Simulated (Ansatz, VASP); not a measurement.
# TaN in VASP and in Ansatz

```
Ta N
1.0
     0.00000    2.21132    2.21132
     2.21132    0.00000    2.21132
     2.21132    2.21132    0.00000
Ta N
1 1
Direct
  0.50000 0.50000 0.50000
  0.00000 0.00000 0.00000
```

Alike in both runs: functional r2SCAN; k mesh 10 × 10 × 10; occupations fermi-dirac, width 0.05 eV; no spin polarisation; Hubbard terms Ta d U = 2.0 eV.

|  | VASP | Ansatz |
| --- | --- | --- |
| version | VASP 6.6.1 | Ansatz 0.2.0 |
| potentials or method | VASP PAW PBE potentials, release 64 (Ta_pv, N) | Ansatz PAW |
| plane-wave cutoff (eV) | 520 | 500 |
| valence electrons in the cell | 16 | 18 |
| task | single point | projected density of states |

```csv
,VASP,Ansatz,Ansatz less VASP
gap on the k mesh at the Fermi level (eV),none,none,-
pressure (GPa),1.4,-4.4,-5.77
```

VASP's potentials were made for PBE, not for r2SCAN. The programs project onto different local orbitals, so the same U acts differently, and such runs can settle in different states. A gap of «none» marks a metal or a gap that the smearing closes. VASP's potentials hold 16 valence electrons a cell and Ansatz's 18, so a difference there can come from the potentials and not from the codes.

Spin-orbit coupling is off throughout.
